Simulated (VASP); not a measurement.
# Rb (Immm) in VASP: further runs, part 2 of 2

VASP 6.6.1. The steps go on from the part before.

## Step 3: Single point, PBE (strain -0.0450 x Voigt [0, 1, 0, 0, 0, 0])

Input file INCAR:

```
PREC     = Accurate       # precision mode
ENCUT    = 520            # plane-wave cutoff, eV
EDIFF    = 1E-6           # SCF threshold, eV
ISMEAR   = 0              # smearing method
SIGMA    = 0.15           # smearing width, eV
LREAL    = F              # projectors in reciprocal space
LASPH    = T              # aspherical terms in the spheres
NELM     = 80             # most SCF steps
ALGO     = Fast           # electronic algorithm
ISIF     = 2              # what is computed and relaxed
LWAVE    = F              # write WAVECAR
LCHARG   = F              # write CHGCAR
GGA      = PE             # functional
NBANDS   = 10             # bands
```

Input file KPOINTS:

```
Automatic mesh
0
Gamma
  12 12 12
```

Input file POSCAR:

```
Rb
1.0
   -2.9545118615      2.8215588277      2.7308451955
    2.9545118615     -2.8215588277      2.7308451955
    2.9545118615      2.8215588277     -2.7308451955
Rb
1
Direct
    0.0000000000      0.0000000000      0.0000000000
```

Potentials or basis: VASP PAW PBE potentials, release 64 (Rb_sv).

On the command line:

```sh
> cat potpaw_PBE.64/Rb_sv/POTCAR > POTCAR
> mpirun -np 1 vasp_std > vasp.out
```

OUTCAR:

```text
PREC = Accurate
   ENCUT = 520
   EDIFF = 1E-6
   ISMEAR = 0
   LREAL = F
   LASPH = T
   NELM = 80
   ISIF = 2
   GGA = PE

 ion  position               nearest neighbor table
   1  0.000  0.000  0.000-

  LATTYP: Found a body centered orthorhombic cell.
 ALAT       =     5.4616903910
 B/A-ratio  =     1.0332181525
 C/A-ratio  =     1.0819038246

  Lattice vectors:

 A1 = (  -2.9545118615,   2.8215588277,  -2.7308451955)
 A2 = (  -2.9545118615,  -2.8215588277,   2.7308451955)
 A3 = (   2.9545118615,   2.8215588277,   2.7308451955)

Analysis of symmetry for initial positions (statically):
=====================================================================
 Subroutine PRICEL returns:
 Original cell was already a primitive cell.

 Routine SETGRP: Setting up the symmetry group for a
 body centered orthorhombic supercell.

 Subroutine GETGRP returns: Found  8 space group operations
 (whereof  8 operations were pure point group operations)
 out of a pool of  8 trial point group operations.

The static configuration has the point symmetry D_2h.

Analysis of symmetry for dynamics (positions and initial velocities):
[... 165 lines left out ...]

 k-point     1 :       0.0000    0.0000    0.0000
  band No.  band energies     occupation
      1     -28.8926      2.00000
      2     -12.9351      2.00000
      3     -12.9348      2.00000
      4     -12.9348      2.00000
      5      -1.9606      2.00000
      6       3.5132      0.00000
      7       3.6906      0.00000
      8       3.9064      0.00000
      9       4.3811      0.00000
     10       4.8557      0.00000
[... 287 lines left out ...]
 k-point    24 :       0.3333    0.1667   -0.0000
  band No.  band energies     occupation
      1     -28.8883      2.00000
      2     -13.0180      2.00000
      3     -12.9728      2.00000
      4     -12.9455      2.00000
      5       0.1135      0.32034
      6       1.3849      0.00000
      7       2.1448      0.00000
      8       4.0719      0.00000
      9       4.6643      0.00000
     10       5.3843      0.00000

 [... further k-points ...]

------------------------ aborting loop because EDIFF is reached ----------------------------------------

  FORCE on cell =-STRESS in cart. coord.  units (eV):
  Direction    XX          YY          ZZ          XY          YZ          ZX
  --------------------------------------------------------------------------------------
  -------------------------------------------------------------------------------------
  Total       -0.0029490     -0.0010232      0.0099622      0.0000000     -0.0000000      0.0000000
  in kB       -0.0518869     -0.0180032      0.1752810      0.0000000     -0.0000000      0.0000000
  external PRESSURE =       0.0351303 kB  Pullay stress =       0.0000000 kB

 VOLUME and BASIS-vectors are now :
 -----------------------------------------------------------------------------
  energy-cutoff  :      520.00
  volume of cell :       91.06
      direct lattice vectors                 reciprocal lattice vectors
    -2.954511861  2.821558828  2.730845196     0.000000000  0.177207009  0.183093498
     2.954511861 -2.821558828  2.730845196     0.169232693  0.000000000  0.183093498
     2.954511861  2.821558828 -2.730845196     0.169232693  0.177207009  0.000000000

 POSITION                                       TOTAL-FORCE (eV/Angst)
 -----------------------------------------------------------------------------------
      0.00000      0.00000      0.00000         0.000000      0.000000      0.000000
 -----------------------------------------------------------------------------------
    total drift:                               -0.000000     -0.000000      0.000000

  FREE ENERGIE OF THE ION-ELECTRON SYSTEM (eV)
  ---------------------------------------------------
  free  energy   TOTEN  =        -0.9404999649 eV

  energy  without entropy=       -0.9295553407  energy(sigma->0) =       -0.93502765
```

OSZICAR:

```text
N       E                     dE             d eps       ncg     rms          rms(c)
DAV:   1     0.426771410672E+02    0.42677E+02   -0.32784E+03  5600   0.654E+02
DAV:   2     0.187778213250E+01   -0.40799E+02   -0.39943E+02  6252   0.125E+02
DAV:   3    -0.820509512840E+00   -0.26983E+01   -0.26906E+01  7342   0.323E+01
DAV:   4    -0.937012153935E+00   -0.11650E+00   -0.11614E+00  8046   0.580E+00
DAV:   5    -0.938926702870E+00   -0.19145E-02   -0.19141E-02  7566   0.689E-01    0.122E+00
RMM:   6    -0.939444909680E+00   -0.51821E-03   -0.13710E-03  6268   0.235E-01    0.747E-01
RMM:   7    -0.940384355155E+00   -0.93945E-03   -0.32982E-03  6475   0.352E-01    0.472E-02
RMM:   8    -0.940495038663E+00   -0.11068E-03   -0.20180E-04  7536   0.937E-02    0.675E-03
RMM:   9    -0.940498695719E+00   -0.36571E-05   -0.42792E-05  9260   0.329E-02    0.559E-03
RMM:  10    -0.940499894309E+00   -0.11986E-05   -0.80682E-06  8747   0.143E-02    0.356E-03
RMM:  11    -0.940499964877E+00   -0.70568E-07   -0.26178E-06  7654   0.723E-03
   1 F= -.94049996E+00 E0= -.93502765E+00  d E =-.109446E-01
```

stdout:

```text
POSCAR found type information on POSCAR Rb
 POSCAR found :  1 types and       1 ions
 scaLAPACK will be used
 LDA part: xc-table for (Slater+PW92), standard interpolation
 POSCAR, INCAR and KPOINTS ok, starting setup
 FFT: planning ... GRIDC
 FFT: planning ... GRID_SOFT
 FFT: planning ... GRID
 WAVECAR not read
 entering main loop
WARNING in EDDRMM: call to ZHEGV failed, returncode =   6  3      5
WARNING in EDDRMM: call to ZHEGV failed, returncode =   6  3      5
WARNING in EDDRMM: call to ZHEGV failed, returncode =   8  4      9
WARNING in EDDRMM: call to ZHEGV failed, returncode =   8  4      5
WARNING in EDDRMM: call to ZHEGV failed, returncode =   8  4      5
```

Run time: 5.7 min. Hardware: 1 thread of AMD EPYC 9755, shared host; peak memory 0.37 GiB.

Results:

- Free energy: -0.9405 eV
- Pressure: 0.0 GPa
- Band gap on the k mesh: zero (an odd number of electrons rules out a gap without spin polarisation)

Caveat: the cell differs from its parent crystal (strain -0.0450 x Voigt [0, 1, 0, 0, 0, 0]).

## Step 4: Single point, PBE (strain -0.0300 x Voigt [0, 1, 0, 0, 0, 0])

Input file INCAR:

```
SYSTEM = Rb
PREC = Accurate
ENCUT = 520
EDIFF = 1E-6
ISMEAR = 0
SIGMA = 0.15
LREAL = .False.
LASPH = .True.
NELM = 60
ALGO = Fast
ISIF = 2
LWAVE = .False.
LCHARG = .False.
GGA = PE
NBANDS = 10
```

Input file KPOINTS:

```
regular mesh
0
Gamma
  12 12 12
  0 0 0
```

Input file POSCAR:

```
Rb
1.0
   -2.9545118615      2.8658765057      2.7308451955
    2.9545118615     -2.8658765057      2.7308451955
    2.9545118615      2.8658765057     -2.7308451955
Rb
1
Direct
    0.0000000000      0.0000000000      0.0000000000
```

On the command line:

```sh
> cat potpaw_PBE.64/Rb_sv/POTCAR > POTCAR
> mpirun -np 1 vasp_std > vasp.out
```

Wall time 5.8 min (1 thread of AMD EPYC 9755, shared host); peak memory 0.37 GiB.

Results (log left out):

* Free energy: -0.9403 eV
* Pressure: 0.0 GPa
* Band gap on the k mesh: zero (an odd number of electrons rules out a gap without spin polarisation)

Levels at points of the mesh, in eV from the Fermi level:
| k point | band 1 | band 2 | band 3 | band 4 | band 5 | band 6 | band 7 | band 8 | band 9 | band 10 |
| --- | --- | --- | --- | --- | --- | --- | --- | --- | --- | --- |
| (0.00, 0.00, 0.00) | -28.91 | -12.95 | -12.95 | -12.95 | -1.95 | 3.46 | 3.72 | 3.86 | 4.35 | 4.83 |
| (0.50, 0.00, 0.00) | -28.90 | -13.04 | -12.98 | -12.96 | 0.31 | 0.86 | 2.41 | 4.32 | 4.96 | 5.43 |
| (0.00, 0.50, 0.00) | -28.90 | -13.04 | -12.98 | -12.95 | 0.26 | 0.79 | 2.56 | 4.20 | 5.10 | 5.31 |
| (0.50, 0.50, 0.00) | -28.90 | -13.04 | -12.98 | -12.95 | 0.17 | 0.68 | 2.82 | 4.07 | 5.05 | 5.33 |
| (0.50, 0.50, 0.50) | -28.90 | -13.02 | -13.02 | -13.01 | 1.18 | 1.36 | 2.87 | 3.15 | 3.64 | 4.72 |

Caveat: the cell differs from its parent crystal (strain -0.0300 x Voigt [0, 1, 0, 0, 0, 0]).

## Step 5: Single point, PBE (strain -0.0150 x Voigt [0, 1, 0, 0, 0, 0])

Input file INCAR:

```
SYSTEM = Rb
PREC = Accurate ; ENCUT = 520
EDIFF = 1E-6 ; ISMEAR = 0
SIGMA = 0.15 ; LREAL = .False.
LASPH = .True. ; NELM = 80
ALGO = Fast ; ISIF = 2
LWAVE = .False. ; LCHARG = .False.
GGA = PE ; NBANDS = 10
```

KPOINTS is that of step 4.

Input file POSCAR:

```
Rb
1.0
   -2.9545118615      2.9101941836      2.7308451955
    2.9545118615     -2.9101941836      2.7308451955
    2.9545118615      2.9101941836     -2.7308451955
Rb
1
Direct
    0.0000000000      0.0000000000      0.0000000000
```

On the command line:

```sh
> cat potpaw_PBE.64/Rb_sv/POTCAR > POTCAR
> mpirun -np 1 vasp_std > vasp.out
```

Run time: 5.5 min. Hardware: 1 thread of AMD EPYC 9755, shared host; peak memory 0.38 GiB.

Results (log left out):

- Free energy: -0.9397 eV
- Pressure: -0.1 GPa
- Band gap on the k mesh: zero (an odd number of electrons rules out a gap without spin polarisation)

Levels at points of the mesh, in eV from the Fermi level:
| k point | band 1 | band 2 | band 3 | band 4 | band 5 | band 6 | band 7 | band 8 | band 9 | band 10 |
| --- | --- | --- | --- | --- | --- | --- | --- | --- | --- | --- |
| (0.00, 0.00, 0.00) | -28.92 | -12.96 | -12.96 | -12.96 | -1.93 | 3.42 | 3.76 | 3.82 | 4.31 | 4.81 |
| (0.50, 0.00, 0.00) | -28.91 | -13.05 | -12.99 | -12.96 | 0.31 | 0.84 | 2.43 | 4.26 | 4.94 | 5.36 |
| (0.00, 0.50, 0.00) | -28.91 | -13.05 | -12.99 | -12.96 | 0.28 | 0.81 | 2.50 | 4.20 | 5.01 | 5.35 |
| (0.50, 0.50, 0.00) | -28.91 | -13.05 | -12.99 | -12.96 | 0.16 | 0.66 | 2.85 | 4.03 | 4.99 | 5.32 |
| (0.50, 0.50, 0.50) | -28.91 | -13.03 | -13.03 | -13.01 | 1.19 | 1.36 | 2.88 | 3.02 | 3.65 | 4.64 |

Caveat: the cell differs from its parent crystal (strain -0.0150 x Voigt [0, 1, 0, 0, 0, 0]).

## Step 6: Summary

```csv
cell,gap on the mesh (eV),pressure (GPa)
"a = 4.889 Å, angles 105.6, 110.8, 112.1°, 1 atom",none,0.0
"a = 4.914 Å, angles 106.1, 109.9, 112.5°, 1 atom",none,0.0
"a = 4.940 Å, angles 106.5, 109.1, 112.9°, 1 atom",none,0.0
"a = 4.965 Å, angles 107.0, 108.2, 113.3°, 1 atom",none,-0.1
```

Alike in all rows: task single point; level PBE; potentials or basis VASP PAW PBE potentials, release 64 (Rb_sv); no spin polarisation; k mesh 12 × 12 × 12; cutoff (eV) 520; smearing gaussian 0.15 eV.

Absolute energies hang on the potentials; compare differences alone.
